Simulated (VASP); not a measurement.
# MgO (Fm-3m) in VASP: single point with PBE

Aim: the single point of MgO with PBE.

All numbers are computed with VASP 6.6.1; they aren't measurements. Logs are shortened: lines on timing, memory, paths and dates and some standing lists are left out, and cuts for length are marked.

**1. The cell of the first run**

Symmetry: Fm-3m, No. 225, cubic system. The conventional cell has a = 4.216 Å, b = 4.216 Å, c = 4.216 Å, α = 90.00°, β = 90.00°, γ = 90.00°. Mg (site symmetry m-3m) has 6 O at 2.11 Å within 2.8 Å. Within 2.8 Å of O (site symmetry m-3m) lie 6 Mg at 2.11 Å.

**2. Single point, PBE**

INCAR reads:

```
PREC = Accurate
ENCUT = 840
EDIFF = 1E-6
ISMEAR = 0
SIGMA = 0.1
LREAL = F
LASPH = T
NELM = 120
ALGO = Normal
ISIF = 2
LWAVE = F
LCHARG = F
GGA = PE
NBANDS = 15
GGA_COMPAT = F
```

KPOINTS reads:

```
regular mesh
0
Gamma
  9 9 9
```

POSCAR reads:

```
MgO
1.0
    0.0000000000      2.1080000000      2.1080000000
    2.1080000000      0.0000000000      2.1080000000
    2.1080000000      2.1080000000      0.0000000000
Mg O
1 1
Direct
    0.0000000000      0.0000000000      0.0000000000
    0.5000000000      0.5000000000      0.5000000000
```

Potentials or basis: VASP PAW PBE potentials, release 64 (Mg_sv, O).

Started as:

```sh
cat potpaw_PBE.64/Mg_sv/POTCAR potpaw_PBE.64/O/POTCAR > POTCAR
mpirun -np 1 vasp_std > vasp.out
```

OUTCAR:

```text
PREC = Accurate
   ENCUT = 840
   EDIFF = 1E-6
   ISMEAR = 0
   LREAL = F
   LASPH = T
   NELM = 120
   ISIF = 2
   GGA = PE

 ion  position               nearest neighbor table
   1  0.000  0.000  0.000-   2 2.11   2 2.11   2 2.11   2 2.11   2 2.11   2 2.11
   2  0.500  0.500  0.500-   1 2.11   1 2.11   1 2.11   1 2.11   1 2.11   1 2.11

  LATTYP: Found a face centered cubic cell.
 ALAT       =     4.2160000000

  Lattice vectors:

 A1 = (   0.0000000000,   2.1080000000,   2.1080000000)
 A2 = (   2.1080000000,   0.0000000000,   2.1080000000)
 A3 = (   2.1080000000,   2.1080000000,   0.0000000000)

Analysis of symmetry for initial positions (statically):
=====================================================================
 Subroutine PRICEL returns:
 Original cell was already a primitive cell.

 Routine SETGRP: Setting up the symmetry group for a
 face centered cubic supercell.

 Subroutine GETGRP returns: Found 48 space group operations
 (whereof 48 operations were pure point group operations)
 out of a pool of 48 trial point group operations.

The static configuration has the point symmetry O_h .

Analysis of symmetry for dynamics (positions and initial velocities):
=====================================================================
 Subroutine PRICEL returns:
 Original cell was already a primitive cell.

 Routine SETGRP: Setting up the symmetry group for a
 face centered cubic supercell.

 Subroutine GETGRP returns: Found 48 space group operations
 (whereof 48 operations were pure point group operations)
 out of a pool of 48 trial point group operations.

The dynamic configuration has the point symmetry O_h .

 Subroutine INISYM returns: Found 48 space group operations
 (whereof 48 operations are pure point group operations),
 and found     1 'primitive' translations

----------------------------------------------------------------------------------------

                                     Primitive cell

  volume of cell :      18.7345

  direct lattice vectors                    reciprocal lattice vectors
     0.000000000  2.108000000  2.108000000    -0.237191651  0.237191651  0.237191651
     2.108000000  0.000000000  2.108000000     0.237191651 -0.237191651  0.237191651
     2.108000000  2.108000000  0.000000000     0.237191651  0.237191651 -0.237191651

  length of vectors
     2.981162189  2.981162189  2.981162189     0.410827990  0.410827990  0.410827990

  position of ions in fractional coordinates (direct lattice)
     0.000000000  0.000000000  0.000000000
     0.500000000  0.500000000  0.500000000

  ion indices of the primitive-cell ions
   primitive index   ion index
                 1           1
                 2           2

----------------------------------------------------------------------------------------

 KPOINTS: regular mesh

Automatic generation of k-mesh.
 Grid dimensions read from file:
 generate k-points for:    9    9    9

 Generating k-lattice:

  Cartesian coordinates                     Fractional coordinates (reciprocal lattice)
    -0.026354628  0.026354628  0.026354628     0.111111111  0.000000000  0.000000000
     0.026354628 -0.026354628  0.026354628     0.000000000  0.111111111  0.000000000
     0.026354628  0.026354628 -0.026354628     0.000000000  0.000000000  0.111111111

  Length of vectors
     0.045647554  0.045647554  0.045647554

  Shift w.r.t. Gamma in fractional coordinates (k-lattice)
     0.000000000  0.000000000  0.000000000

 Subroutine IBZKPT returns following result:
 ===========================================

 Found     35 irreducible k-points:

 Following reciprocal coordinates:
            Coordinates               Weight
  0.000000  0.000000  0.000000      1.000000
  0.111111  0.000000  0.000000      8.000000
  0.222222  0.000000  0.000000      8.000000
  0.333333  0.000000  0.000000      8.000000
  0.444444  0.000000  0.000000      8.000000
  0.111111  0.111111  0.000000      6.000000
[... 16 lines left out ...]
 -0.333333  0.333333  0.000000     12.000000
  0.444444  0.444444  0.000000      6.000000
 [... further k-points ...]
   k-points           NKPTS =     35   k-points in BZ     NKDIM =     35   number of bands    NBANDS=     15
   number of dos      NEDOS =    301   number of ions     NIONS =      2
   total plane-waves  NPLWV =  21952
   dimension x,y,z NGX =    28 NGY =   28 NGZ =   28
   dimension x,y,z NGXF=    56 NGYF=   56 NGZF=   56
   ions per type =               1   1
   NGX,Y,Z   is equivalent  to a cutoff of  15.61, 15.61, 15.61 a.u.
   NGXF,Y,Z  is equivalent  to a cutoff of  31.23, 31.23, 31.23 a.u.
 SYSTEM =  unknown system
   PREC   = accura    normal or accurate (medium, high low for compatibility)
   ISTART =      0    job   : 0-new  1-cont  2-samecut
   ICHARG =      2    charge: 1-file 2-atom 10-const
   ISPIN  =      1    spin polarized calculation?
   LNONCOLLINEAR =      F non collinear calculations
   LSORBIT =      F    spin-orbit coupling
   LASPH  =      T    aspherical Exc in radial PAW
   ENCUT  =  840.0 eV  61.74 Ry    7.86 a.u.   7.05  7.05  7.05*2*pi/ulx,y,z
   NELM   =    120;   NELMIN=  2; NELMDL= -5     # of ELM steps
   EDIFF  = 0.1E-05   stopping-criterion for ELM
   LREAL  =      F    real-space projection
   EDIFFG = 0.1E-04   stopping-criterion for IOM
   NSW    =      0    number of steps for IOM
   IBRION =     -1    ionic relax: 0-MD 1-quasi-New 2-CG
   NFREE  =      0    steps in history (QN), initial steepest desc. (CG)
   ISIF   =      2    stress and relaxation
   ISYM   =      2    0-nonsym 1-usesym 2-fastsym
   POTIM  = 0.5000    time-step for ionic-motion
   TEBEG  =    0.0;   TEEND  =   0.0 temperature during run
   PSTRESS=    0.0 pullay stress
   NELECT =      16.0000    total number of electrons
   NUPDOWN=      -1.0000    fix difference up-down
   EMIN   =  10.00;   EMAX   =-10.00  energy-range for DOS
   EFERMI =   0.00;   METHOD = LEGACY
   ISMEAR =     0;   SIGMA  =   0.10  broadening in eV -4-tet -1-fermi 0-gaus
   EFERMI_NEDOS =   21; number of points for ismear=-14 and -15
   IALGO  =     38    algorithm
   IMIX   =      4    mixing-type and parameters
     AMIX     =   0.40;   BMIX     =  1.00
     AMIX_MAG =   1.60;   BMIX_MAG =  1.00
  volume/ion in A,a.u.               =       9.37        63.21
  Fermi-wavevector in a.u.,A,eV,Ry     =   1.553224  2.935169 32.824140  2.412506
  Thomas-Fermi vector in A             =   2.657486
   LORBIT       =      0    0 simple, 1 ext, 2 COOP (PROOUT), +10 PAW based schemes
   GGA     = PE    functional components
   LHFCALC =     F    Hartree Fock is set to
   AEXX    =    0.0000 exact exchange contribution
   IVDW    =     0    specifies the selected vdW correction
   LEPSILON=     F    determine dielectric tensor
   LRPA    =     F    only Hartree local field effects (RPA)
 non-spin polarized calculation
 Gauss-broadening in eV      SIGMA  =   0.10
  energy-cutoff  :      840.00
  volume of cell :       18.73
 maximum number of plane-waves:      1049
   NGX = 15   NGY = 15   NGZ = 15

 number of electron      15.9999995 magnetization

 Free energy of the ion-electron system (eV)
  ---------------------------------------------------
  ext. energy  EPLUGINS =         0.00000000
  ---------------------------------------------------
  free energy    TOTEN  =       -11.87645577 eV

  energy without entropy =      -11.87645577  energy(sigma->0) =      -11.87645577

 E-fermi :   3.3769     XC(G=0): -11.3770

 val. band max:        2.8952398052   @ k =   0.0000   0.0000   0.0000
 cond. band min:       7.6078759343   @ k =   0.0000   0.0000   0.0000
 fundamental gap:      4.7126361291
 Fermi energy:         3.3768567710

 k-point     1 :       0.0000    0.0000    0.0000
  band No.  band energies     occupation
      1     -69.3825      2.00000
      2     -36.1076      2.00000
      3     -36.1076      2.00000
      4     -36.1076      2.00000
      5     -14.3390      2.00000
      6       2.8952      2.00000
      7       2.8952      2.00000
      8       2.8952      2.00000
      9       7.6079      0.00000
     10      18.6853      0.00000
     11      18.6853      0.00000
     12      18.6853      0.00000
     13      22.5909      0.00000
     14      24.3687      0.00000
     15      24.3687      0.00000

 k-point     2 :       0.1111    0.0000    0.0000
  band No.  band energies     occupation
      1     -69.3813      2.00000
      2     -36.1176      2.00000
      3     -36.1085      2.00000
      4     -36.1085      2.00000
      5     -14.2061      2.00000
      6       2.1157      2.00000
      7       2.8129      2.00000
      8       2.8129      2.00000
      9       8.3595      0.00000
     10      17.2437      0.00000
     11      18.9755      0.00000
     12      18.9755      0.00000
     13      23.5381      0.00000
     14      23.5381      0.00000
     15      24.4883      0.00000

 k-point     3 :       0.2222    0.0000    0.0000
  band No.  band energies     occupation
      1     -69.3789      2.00000
      2     -36.1432      2.00000
      3     -36.1111      2.00000
      4     -36.1111      2.00000
      5     -13.8502      2.00000
      6       0.6226      2.00000
      7       2.6122      2.00000
      8       2.6122      2.00000
      9       9.6836      0.00000
     10      15.6886      0.00000
     11      19.4834      0.00000
     12      19.4834      0.00000
     13      22.9411      0.00000
     14      22.9411      0.00000
     15      25.0643      0.00000
[... 343 lines left out ...]
 k-point    23 :      -0.3333    0.3333    0.0000
  band No.  band energies     occupation
      1     -69.3718      2.00000
      2     -36.1634      2.00000
      3     -36.1590      2.00000
      4     -36.1249      2.00000
      5     -12.8262      2.00000
      6      -0.3091      2.00000
      7      -0.1396      2.00000
      8       1.9021      2.00000
      9      13.1878      0.00000
     10      15.0853      0.00000
     11      15.4027      0.00000
     12      20.6519      0.00000
     13      21.6966      0.00000
     14      26.0699      0.00000
     15      30.4114      0.00000

 k-point    24 :       0.4444    0.4444    0.0000
  band No.  band energies     occupation
      1     -69.3715      2.00000
      2     -36.1783      2.00000
      3     -36.1353      2.00000
      4     -36.1353      2.00000
      5     -12.8630      2.00000
      6      -1.0783      2.00000
      7       1.5931      2.00000
      8       1.5931      2.00000
      9      12.1190      0.00000
     10      12.8441      0.00000
     11      15.9841      0.00000
     12      21.7548      0.00000
     13      21.7548      0.00000
     14      28.4003      0.00000
     15      29.3590      0.00000

 [... further k-points ...]

------------------------ aborting loop because EDIFF is reached ----------------------------------------

  FORCE on cell =-STRESS in cart. coord.  units (eV):
  Direction    XX          YY          ZZ          XY          YZ          ZX
  --------------------------------------------------------------------------------------
  -------------------------------------------------------------------------------------
  Total        0.5044407      0.5044407      0.5044407     -0.0000000      0.0000000      0.0000000
  in kB       43.1398790     43.1398790     43.1398790     -0.0000000      0.0000000      0.0000000
  external PRESSURE =      43.1398790 kB  Pullay stress =       0.0000000 kB

 VOLUME and BASIS-vectors are now :
 -----------------------------------------------------------------------------
  energy-cutoff  :      840.00
  volume of cell :       18.73
      direct lattice vectors                 reciprocal lattice vectors
     0.000000000  2.108000000  2.108000000    -0.237191651  0.237191651  0.237191651
     2.108000000  0.000000000  2.108000000     0.237191651 -0.237191651  0.237191651
     2.108000000  2.108000000  0.000000000     0.237191651  0.237191651 -0.237191651

 POSITION                                       TOTAL-FORCE (eV/Angst)
 -----------------------------------------------------------------------------------
      0.00000      0.00000      0.00000         0.000000     -0.000000     -0.000000
      2.10800      2.10800      2.10800        -0.000000      0.000000      0.000000
 -----------------------------------------------------------------------------------
    total drift:                                0.000000      0.000000      0.000000

  FREE ENERGIE OF THE ION-ELECTRON SYSTEM (eV)
  ---------------------------------------------------
  free  energy   TOTEN  =       -11.8764557729 eV

  energy  without entropy=      -11.8764557729  energy(sigma->0) =      -11.87645577
```

Run time: 11 s. Hardware: 1 thread of AMD EPYC 7R13 (Zen 3), shared host; peak memory 0.13 GiB.

Results:

```
Free energy            : -11.8765 eV
Pressure               : 4.3 GPa
Band gap on the k mesh : 4.71 eV
```

Caveat: the cell stands under pressure.
